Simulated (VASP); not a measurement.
Crystal: SiNi3.

```
CELL_PARAMETERS angstrom
3.50627 0.00000 0.00000
0.00000 3.50627 0.00000
0.00000 0.00000 3.50627
ATOMIC_POSITIONS crystal
Si 0.00000 0.00000 0.00000
Ni 0.00000 0.50000 0.50000
Ni 0.50000 0.00000 0.50000
Ni 0.50000 0.50000 0.00000
```

- Program: VASP 6.6.1
- Task: relaxation of cell and atoms
- Functional: PBE
- Dispersion: D3(BJ)
- Potentials or basis: VASP PAW PBE potentials, release 64 (Si, Ni)
- Cutoff: 600 eV
- k mesh: 12 × 12 × 12
- Occupations: gaussian, width 0.1 eV
- Spin: no spin polarisation

At the start: pressure -7.7 GPa; volume 10.78 Å³/atom.

Problem. Where does the relaxation end?

Solution. Over 3 steps the energy falls by 9.3 meV/atom and the volume is 10.41 Å³/atom (-3.4 %); space group Pm-3m (No. 221, to 0.1 Å) before and after.

Step by step:
```csv
step,energy change (eV),largest force (eV/Å),pressure (GPa),volume (Å³)
1,0.0000,0.0000,-7.74,43.11
2,0.0146,0.0000,10.07,39.94
3,-0.0373,0.0000,0.03,41.63
```

Final structure:
```
CELL_PARAMETERS angstrom
3.46577 0.00000 0.00000
0.00000 3.46577 0.00000
0.00000 0.00000 3.46577
ATOMIC_POSITIONS crystal
Si 0.00000 0.00000 0.00000
Ni 0.00000 0.50000 0.50000
Ni 0.50000 0.00000 0.50000
Ni 0.50000 0.50000 0.00000
```
